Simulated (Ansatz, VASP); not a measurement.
# Ge in VASP and in Ansatz

Contents of INCAR:

```
SYSTEM = Ge
ALGO     = Normal         ! electronic algorithm
EDIFF    = 1E-7           ! SCF threshold, eV
ENCUT    = 520            ! plane-wave cutoff, eV
GGA      = PE             ! functional
ISIF     = 2              ! what is computed and relaxed
ISMEAR   = 0              ! smearing method
LASPH    = .TRUE.         ! aspherical terms in the spheres
LCHARG   = .FALSE.        ! write CHGCAR
LREAL    = .FALSE.        ! projectors in reciprocal space
LWAVE    = .FALSE.        ! write WAVECAR
NBANDS   = 21             ! bands
NELM     = 100            ! most SCF steps
PREC     = Accurate       ! precision mode
SIGMA    = 0.15           ! smearing width, eV
```

Contents of KPOINTS:

```
k-points
0
G
  14 14 14
  0 0 0
```

The input POSCAR:

```
Ge
1.0
    0.0000000000      2.9702085000      2.8994892500
    2.9702085000      0.0000000000      2.8994892500
    2.9702085000      2.9702085000      0.0000000000
Ge
2
Direct
    0.5000000000      0.5000000000      0.5000000000
    0.7500000000      0.7500000000      0.7500000000
```

Input for Ansatz:

```yaml
crystal:
  lattice:
    - [0.0, 2.9702085, 2.89948925]
    - [2.9702085, 0.0, 2.89948925]
    - [2.9702085, 2.9702085, 0.0]
  atoms:
    - { symbol: Ge, position: [0.5, 0.5, 0.5] }
    - { symbol: Ge, position: [0.75, 0.75, 0.75] }
basis:
  ecutwfc: 420
kpoints:
  mp_grid: { grid: [14, 14, 14] }
hamiltonian:
  xc: pbe
scf:
  occupations: { method: gaussian, width: 0.15 }
output:
  forces: true
  stress: true
  eigenvalues: true
```

Change from the starting cell: strain +0.050 along x and y, +0.025 along z, atoms carried along.

Alike in both runs: task single point; functional PBE; k mesh 14 × 14 × 14; occupations gaussian, width 0.15 eV; no spin polarisation.

|  | VASP | Ansatz |
| --- | --- | --- |
| version | VASP 6.6.1 | Ansatz 0.2.0 |
| potentials or method | VASP PAW PBE potentials, release 64 (Ge_d), cutoff 520 eV | scalar-relativistic, plane waves, PAW |
| valence electrons in the cell | 28 | 28 |

```csv
,VASP,Ansatz,Ansatz less VASP
gap on the k mesh at the Fermi level (eV),none,none,-
pressure (GPa),-3.4,-3.4,+0.02
"traceless stress, the component that is largest in VASP (GPa)",0.94,0.94,+0.001
```

A gap of «none» marks a metal or a gap that the smearing closes.
